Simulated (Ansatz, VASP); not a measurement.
## One calculation of Pt, two programs

```xyz
2
Lattice="2.7683 0.0000 0.0000 -1.3841 2.3974 0.0000 0.0000 0.0000 4.7475" Properties=species:S:1:pos:R:3 pbc="T T T"
Pt    0.0000    1.5983    1.1869
Pt    1.3841    0.7991    3.5606
```

Alike in both runs: task single point; functional PBEsol; k mesh 15 × 15 × 8; occupations fermi-dirac, width 0.1 eV; no spin polarisation.

|  | VASP | Ansatz |
| --- | --- | --- |
| version | VASP 6.6.1 | Ansatz 0.2.0 |
| potentials or method | VASP PAW PBE potentials, release 64 (Pt), cutoff 520 eV | plane waves (420 eV) with PAW, scalar-relativistic |
| valence electrons in the cell | 20 | 36 |

|  | VASP | Ansatz | Ansatz less VASP |
| --- | --- | --- | --- |
| pressure (GPa) | -10.2 | -9.8 | +0.38 |
| traceless stress, the component that is largest in VASP (GPa) | 0.70 | 0.81 | +0.106 |

VASP's potentials were made for PBE, not for PBEsol, and Ansatz warns of the same on its side. With one functional, cell and mesh, what is left measures potentials, basis and numerics. VASP's potentials hold 20 valence electrons a cell and Ansatz's 36, so a difference there can come from the potentials and not from the codes.

Neither program's run includes spin-orbit coupling.
